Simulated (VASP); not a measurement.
# Mg (P2_1/m) in VASP: further runs, part 2 of 2

VASP 6.6.1. Earlier steps stand in the parts before.

### Step 4. Single point, PBEsol (atom 1 (Mg) moved by (-0.225, -0.225) A along x and y)

The input, INCAR:

```
SYSTEM = Mg
ALGO = Fast
EDIFF = 1E-6
ENCUT = 520
GGA = PS
ISIF = 2
ISMEAR = 0
LASPH = .True.
LCHARG = .False.
LREAL = .False.
LWAVE = .False.
NBANDS = 9
NELM = 100
PREC = Accurate
SIGMA = 0.15
```

The input, KPOINTS:

```
k-points
0
Gamma
  18 18 10
  0 0 0
```

The input, POSCAR:

```
Mg
1.0
    3.2092715325      0.0000000000      0.0000000000
   -1.6046357662      2.7793106748      0.0000000000
    0.0000000000      0.0000000000      5.2103300000
Mg
2
Direct
    0.2227463023      0.5857113413      0.2500000000
    0.6666666667      0.3333333333      0.7500000000
```

Potentials or basis: VASP PAW PBE potentials, release 64 (Mg).

Started as:

```console
$ cat potpaw_PBE.64/Mg/POTCAR > POTCAR
$ mpirun -np 1 vasp_std > vasp.out
```

OUTCAR:

```text
SYSTEM = Mg
   EDIFF = 1E-6
   ENCUT = 520
   GGA = PS
   ISIF = 2
   ISMEAR = 0
   LASPH = .True.
   LREAL = .False.
   NELM = 100
   PREC = Accurate

 ion  position               nearest neighbor table
   1  0.223  0.586  0.250-   2 3.03   2 3.03   2 3.26   2 3.26   2 3.34   2 3.34
   2  0.667  0.333  0.750-   1 3.03   1 3.03   1 3.26   1 3.26   1 3.34   1 3.34

  LATTYP: Found a hexagonal cell.
 ALAT       =     3.2092715325
 C/A-ratio  =     1.6235242008

  Lattice vectors:

 A1 = (   3.2092715325,   0.0000000000,   0.0000000000)
 A2 = (  -1.6046357662,   2.7793106748,   0.0000000000)
 A3 = (   0.0000000000,   0.0000000000,   5.2103300000)

Analysis of symmetry for initial positions (statically):
=====================================================================
 Subroutine PRICEL returns:
 Original cell was already a primitive cell.

 Routine SETGRP: Setting up the symmetry group for a
 hexagonal supercell.

 Subroutine GETGRP returns: Found  4 space group operations
 (whereof  1 operations were pure point group operations)
 out of a pool of 24 trial point group operations.

The static configuration has the point symmetry C_1 .
 The point group associated with its full space group is C_2h.

Analysis of symmetry for dynamics (positions and initial velocities):
=====================================================================
 Subroutine PRICEL returns:
 Original cell was already a primitive cell.

 Routine SETGRP: Setting up the symmetry group for a
 hexagonal supercell.

 Subroutine GETGRP returns: Found  4 space group operations
 (whereof  1 operations were pure point group operations)
 out of a pool of 24 trial point group operations.

The dynamic configuration has the point symmetry C_1 .
 The point group associated with its full space group is C_2h.

 Subroutine INISYM returns: Found  4 space group operations
 (whereof  1 operations are pure point group operations),
 and found     1 'primitive' translations

[... 115 lines left out ...]
  volume/ion in A,a.u.               =      23.24       156.81
  Fermi-wavevector in a.u.,A,eV,Ry     =   0.722812  1.365916  7.108458  0.522457
  Thomas-Fermi vector in A             =   1.812869
   LORBIT       =      0    0 simple, 1 ext, 2 COOP (PROOUT), +10 PAW based schemes
   GGA     = PS    functional components
   LHFCALC =     F    Hartree Fock is set to
   AEXX    =    0.0000 exact exchange contribution
   IVDW    =     0    specifies the selected vdW correction
   LEPSILON=     F    determine dielectric tensor
   LRPA    =     F    only Hartree local field effects (RPA)
 non-spin polarized calculation
 RMM-DIIS sequential band-by-band and
 Gauss-broadening in eV      SIGMA  =   0.15
  energy-cutoff  :      520.00
  volume of cell :       46.47
 maximum number of plane-waves:      1276
   NGX = 11   NGY = 11   NGZ = 19

 number of electron       4.0000000 magnetization

 Free energy of the ion-electron system (eV)
  ---------------------------------------------------
  ext. energy  EPLUGINS =         0.00000000
  ---------------------------------------------------
  free energy    TOTEN  =        -3.40819788 eV

  energy without entropy =       -3.39802288  energy(sigma->0) =       -3.40311038

 E-fermi :   2.5215     XC(G=0):  -8.4949

 val. band max:        2.5212692085   @ k =  -0.3333  -0.3889  -0.4000
 cond. band min:       2.5236621344   @ k =   0.0000   0.3889   0.1000
 fundamental gap:      0.0023929259
 Fermi energy:         2.5215131117

 k-point     1 :       0.0000    0.0000    0.0000
  band No.  band energies     occupation
      1      -4.3480      2.00000
      2       0.8581      2.00000
      3       1.2936      2.00000
      4      13.3346      0.00000
      5      13.3965      0.00000
      6      13.4568      0.00000
      7      13.4590      0.00000
      8      14.4351      0.00000
      9      15.5566      0.00000
[... 265 lines left out ...]
 k-point    24 :       0.0000    0.4444    0.0000
  band No.  band energies     occupation
      1      -0.5645      2.00000
      2       1.4879      2.00000
      3       4.3711      0.00000
      4       4.9977      0.00000
      5       6.4604      0.00000
      6       6.9684      0.00000
      7       9.3998      0.00000
      8      10.8926      0.00000
      9      13.7705      0.00000

 [... further k-points ...]
[... 5 lines left out ...]
  --------------------------------------------------------------------------------------
  -------------------------------------------------------------------------------------
  Total       -0.1839601     -0.4958520     -0.1217096      0.1377298      0.0000000      0.0000000
  in kB       -6.3419889    -17.0943986     -4.1959158      4.7482092      0.0000000      0.0000000
  external PRESSURE =      -9.2107678 kB  Pullay stress =       0.0000000 kB

 VOLUME and BASIS-vectors are now :
 -----------------------------------------------------------------------------
  energy-cutoff  :      520.00
  volume of cell :       46.47
      direct lattice vectors                 reciprocal lattice vectors
     3.209271532  0.000000000  0.000000000     0.311597193  0.179900723  0.000000000
    -1.604635766  2.779310675  0.000000000     0.000000000  0.359801446  0.000000000
     0.000000000  0.000000000  5.210330000     0.000000000  0.000000000  0.191926423

 POSITION                                       TOTAL-FORCE (eV/Angst)
 -----------------------------------------------------------------------------------
     -0.22500      1.62787      1.30258         0.211449      0.142468     -0.000000
      1.60464      0.92644      3.90775        -0.211449     -0.142468      0.000000
 -----------------------------------------------------------------------------------
    total drift:                                0.000001      0.000000      0.000000

  FREE ENERGIE OF THE ION-ELECTRON SYSTEM (eV)
  ---------------------------------------------------
  free  energy   TOTEN  =        -3.4081978839 eV

  energy  without entropy=       -3.3980228752  energy(sigma->0) =       -3.40311038
```

It took 4.2 min on 1 thread of Intel Xeon 8259CL, shared host; peak memory 0.49 GiB.

Results:

| Quantity | Value |
| --- | --- |
| Free energy | -3.4082 eV |
| Pressure | -0.9 GPa |
| Largest force | 0.255 eV/Å |
| Band gap on the k mesh | zero (bands 2 and 3 overlap by 2.21 eV) |

Forces on the atoms (eV/Å):
```
Mg   0.211  0.142  0.000
Mg  -0.211 -0.142  0.000
```

Caveat: the cell differs from its parent crystal (atom 1 (Mg) moved by (-0.225, -0.225) A along x and y); the PAW data sets were made with another functional, which shifts forces and pressure a little.

### Step 5. Single point, PBEsol (atom 1 (Mg) moved by (-0.225, +0.225) A along x and y)

The input, INCAR:

```
PREC     = Accurate       # precision mode
ENCUT    = 520            # plane-wave cutoff, eV
EDIFF    = 1E-6           # SCF threshold, eV
ISMEAR   = 0              # smearing method
SIGMA    = 0.15           # smearing width, eV
LREAL    = F              # projectors in reciprocal space
LASPH    = T              # aspherical terms in the spheres
NELM     = 100            # most SCF steps
ALGO     = Fast           # electronic algorithm
ISIF     = 2              # what is computed and relaxed
LWAVE    = F              # write WAVECAR
LCHARG   = F              # write CHGCAR
GGA      = PS             # functional
NBANDS   = 9              # bands
```

The input, KPOINTS:

```
Automatic mesh
0
Gamma
  18 18 10
```

Changes to POSCAR since step 4:

```diff
@@ -8,3 +8,3 @@
 Direct
-    0.2227463023      0.5857113413      0.2500000000
+    0.3037016277      0.7476219920      0.2500000000
     0.6666666667      0.3333333333      0.7500000000
```

Potentials or basis: VASP PAW PBE potentials, release 64 (Mg).

Started as:

```console
$ cat potpaw_PBE.64/Mg/POTCAR > POTCAR
$ mpirun -np 1 vasp_std > vasp.out
```

OUTCAR:

```text
PREC = Accurate
   ENCUT = 520
   EDIFF = 1E-6
   ISMEAR = 0
   LREAL = F
   LASPH = T
   NELM = 100
   ISIF = 2
   GGA = PS

 ion  position               nearest neighbor table
   1  0.304  0.748  0.250-   2 3.08   2 3.08   2 3.16   2 3.16   2 3.39   2 3.39
   2  0.667  0.333  0.750-   1 3.08   1 3.08   1 3.16   1 3.16   1 3.39   1 3.39

  LATTYP: Found a hexagonal cell.
 ALAT       =     3.2092715325
 C/A-ratio  =     1.6235242008

  Lattice vectors:

 A1 = (   3.2092715325,   0.0000000000,   0.0000000000)
 A2 = (  -1.6046357662,   2.7793106748,   0.0000000000)
 A3 = (   0.0000000000,   0.0000000000,   5.2103300000)

Analysis of symmetry for initial positions (statically):
=====================================================================
 Subroutine PRICEL returns:
 Original cell was already a primitive cell.

 Routine SETGRP: Setting up the symmetry group for a
 hexagonal supercell.

 Subroutine GETGRP returns: Found  4 space group operations
 (whereof  1 operations were pure point group operations)
 out of a pool of 24 trial point group operations.

The static configuration has the point symmetry C_1 .
 The point group associated with its full space group is C_2h.

Analysis of symmetry for dynamics (positions and initial velocities):
=====================================================================
 Subroutine PRICEL returns:
 Original cell was already a primitive cell.

 Routine SETGRP: Setting up the symmetry group for a
 hexagonal supercell.

 Subroutine GETGRP returns: Found  4 space group operations
 (whereof  1 operations were pure point group operations)
 out of a pool of 24 trial point group operations.

The dynamic configuration has the point symmetry C_1 .
 The point group associated with its full space group is C_2h.

 Subroutine INISYM returns: Found  4 space group operations
 (whereof  1 operations are pure point group operations),
 and found     1 'primitive' translations
[... 112 lines left out ...]
   IALGO  =     68    algorithm
   IMIX   =      4    mixing-type and parameters
     AMIX     =   0.40;   BMIX     =  1.00
     AMIX_MAG =   1.60;   BMIX_MAG =  1.00
  volume/ion in A,a.u.               =      23.24       156.81
  Fermi-wavevector in a.u.,A,eV,Ry     =   0.722812  1.365916  7.108458  0.522457
  Thomas-Fermi vector in A             =   1.812869
   LORBIT       =      0    0 simple, 1 ext, 2 COOP (PROOUT), +10 PAW based schemes
   GGA     = PS    functional components
   LHFCALC =     F    Hartree Fock is set to
   AEXX    =    0.0000 exact exchange contribution
   IVDW    =     0    specifies the selected vdW correction
   LEPSILON=     F    determine dielectric tensor
   LRPA    =     F    only Hartree local field effects (RPA)
 non-spin polarized calculation
 RMM-DIIS sequential band-by-band and
 Gauss-broadening in eV      SIGMA  =   0.15
  energy-cutoff  :      520.00
  volume of cell :       46.47
 maximum number of plane-waves:      1276
   NGX = 11   NGY = 11   NGZ = 19

 number of electron       4.0000000 magnetization

 Free energy of the ion-electron system (eV)
  ---------------------------------------------------
  ext. energy  EPLUGINS =         0.00000000
  ---------------------------------------------------
  free energy    TOTEN  =        -3.41853178 eV

  energy without entropy =       -3.40842352  energy(sigma->0) =       -3.41347765

 E-fermi :   2.5220     XC(G=0):  -8.4951

 val. band max:        2.5217977182   @ k =   0.4444   0.4444   0.4000
 cond. band min:       2.5393664851   @ k =  -0.2778   0.5000  -0.2000
 fundamental gap:      0.0175687669
 Fermi energy:         2.5219813634

 k-point     1 :       0.0000    0.0000    0.0000
  band No.  band energies     occupation
      1      -4.3478      2.00000
      2       0.8597      2.00000
      3       1.2929      2.00000
      4      13.3029      0.00000
      5      13.3683      0.00000
      6      13.4943      0.00000
      7      13.5108      0.00000
      8      14.4535      0.00000
      9      15.5199      0.00000
[... 265 lines left out ...]
 k-point    24 :       0.0000    0.4444    0.0000
  band No.  band energies     occupation
      1      -0.5682      2.00000
      2       1.4645      2.00000
      3       4.3937      0.00000
      4       5.1395      0.00000
      5       6.3942      0.00000
      6       7.0077      0.00000
      7       9.4243      0.00000
      8      10.5143      0.00000
      9      13.8338      0.00000

 [... further k-points ...]
[... 5 lines left out ...]
  --------------------------------------------------------------------------------------
  -------------------------------------------------------------------------------------
  Total       -0.4894091     -0.1794253     -0.1868626      0.1732558      0.0000000      0.0000000
  in kB      -16.8722838     -6.1856530     -6.4420507      5.9729596      0.0000000      0.0000000
  external PRESSURE =      -9.8333292 kB  Pullay stress =       0.0000000 kB

 VOLUME and BASIS-vectors are now :
 -----------------------------------------------------------------------------
  energy-cutoff  :      520.00
  volume of cell :       46.47
      direct lattice vectors                 reciprocal lattice vectors
     3.209271532  0.000000000  0.000000000     0.311597193  0.179900723  0.000000000
    -1.604635766  2.779310675  0.000000000     0.000000000  0.359801446  0.000000000
     0.000000000  0.000000000  5.210330000     0.000000000  0.000000000  0.191926423

 POSITION                                       TOTAL-FORCE (eV/Angst)
 -----------------------------------------------------------------------------------
     -0.22500      2.07787      1.30258         0.075087     -0.143888      0.000000
      1.60464      0.92644      3.90775        -0.075087      0.143888      0.000000
 -----------------------------------------------------------------------------------
    total drift:                                0.000000     -0.000000      0.000000

  FREE ENERGIE OF THE ION-ELECTRON SYSTEM (eV)
  ---------------------------------------------------
  free  energy   TOTEN  =        -3.4185317777 eV

  energy  without entropy=       -3.4084235226  energy(sigma->0) =       -3.41347765
```

OSZICAR:

```text
N       E                     dE             d eps       ncg     rms          rms(c)
DAV:   1    -0.758031252289E+00   -0.75803E+00   -0.13087E+03 17720   0.315E+02
DAV:   2    -0.339933946463E+01   -0.26413E+01   -0.25612E+01 23628   0.270E+01
DAV:   3    -0.343872606711E+01   -0.39387E-01   -0.38933E-01 22735   0.272E+00
DAV:   4    -0.343884323327E+01   -0.11717E-03   -0.11716E-03 22634   0.146E-01
DAV:   5    -0.343884377740E+01   -0.54413E-06   -0.54422E-06 22030   0.959E-03    0.964E-01
RMM:   6    -0.342822127441E+01    0.10623E-01   -0.55227E-04 17990   0.162E-01    0.614E-01
RMM:   7    -0.341851752973E+01    0.97037E-02   -0.24458E-03 18392   0.322E-01    0.315E-02
RMM:   8    -0.341853161191E+01   -0.14082E-04   -0.95088E-05 19394   0.707E-02    0.654E-03
RMM:   9    -0.341853177772E+01   -0.16581E-06   -0.65337E-06 20346   0.172E-02
   1 F= -.34185318E+01 E0= -.34134777E+01  d E =-.101083E-01
```

stdout:

```text
POSCAR found type information on POSCAR Mg
 POSCAR found :  1 types and       2 ions
 scaLAPACK will be used
 -----------------------------------------------------------------------------
|                                                                             |
|                                                                             |
|     You enforced a specific xc type in the INCAR file but a different       |
|     I HOPE YOU KNOW WHAT YOU ARE DOING!                                     |
|                                                                             |
 -----------------------------------------------------------------------------

 LDA part: xc-table for (Slater+PW92), standard interpolation
 POSCAR, INCAR and KPOINTS ok, starting setup
 FFT: planning ... GRIDC
 FFT: planning ... GRID_SOFT
 FFT: planning ... GRID
 WAVECAR not read
 entering main loop
```

It took 3.8 min on 1 thread of Intel Xeon 8259CL, shared host; peak memory 0.48 GiB.

What came out:

```yaml
Free_energy: -3.4185 eV
Pressure: -1.0 GPa
Largest_force: 0.162 eV/Å
Band_gap_on_the_k_mesh: zero (bands 2 and 3 overlap by 2.22 eV)
```

Forces on the atoms (eV/Å):
```
Mg   0.075 -0.144  0.000
Mg  -0.075  0.144  0.000
```

Stress tensor (GPa, compression positive):
```
-1.69  0.60  0.00
 0.60 -0.62  0.00
 0.00  0.00 -0.64
```

Levels at points of the mesh, in eV from the Fermi level:
```csv
k point,band 1,band 2,band 3,band 4,band 5
"(0.00, 0.00, 0.00)",-6.87,-1.66,-1.23,10.78,10.85
"(0.50, 0.00, 0.00)",-2.12,-2.11,2.67,2.98,3.30
"(0.00, 0.50, 0.00)",-2.12,-2.11,2.74,2.89,3.42
"(0.50, 0.50, 0.00)",-2.11,-2.11,2.53,3.04,3.17
"(0.00, 0.00, 0.50)",-5.49,-5.49,4.99,4.99,11.59
"(0.50, 0.00, 0.50)",-1.10,-1.10,-0.42,-0.42,7.83
"(0.00, 0.50, 0.50)",-1.11,-1.11,-0.40,-0.40,7.84
"(0.50, 0.50, 0.50)",-1.01,-1.01,-0.53,-0.53,7.95
```

Caveat: the cell differs from its parent crystal (atom 1 (Mg) moved by (-0.225, +0.225) A along x and y); the PAW data sets were made with another functional, which shifts forces and pressure a little.

### Step 6. Overview

| cell | further INCAR settings | gap on the mesh (eV) | pressure (GPa) | largest force (eV/Å) |
| --- | --- | --- | --- | --- |
| as given, atomic positions A | ALGO = Fast; EDIFF = 1e-06; NBANDS = 9 | none | -0.5 | 0.45 |
| as given, atomic positions B | ALGO = Fast; EDIFF = 1e-07; NBANDS = 9 | none | -0.8 | 0.14 |
| as given, atomic positions C | ALGO = Fast; EDIFF = 1e-06; NBANDS = 9 | none | -0.9 | 0.25 |
| as given, atomic positions D | ALGO = Fast; EDIFF = 1e-06; NBANDS = 9 | none | -1.0 | 0.16 |

Alike in all rows: task single point; level PBEsol; potentials or basis VASP PAW PBE potentials, release 64 (Mg); no spin polarisation; k mesh 18 × 18 × 10; cutoff (eV) 520; smearing gaussian 0.15 eV.

Caveats: the PAW data sets were made with another functional, which shifts forces and pressure a little.

Total energies depend on the potentials used, so only differences within one code and one set of settings carry meaning.
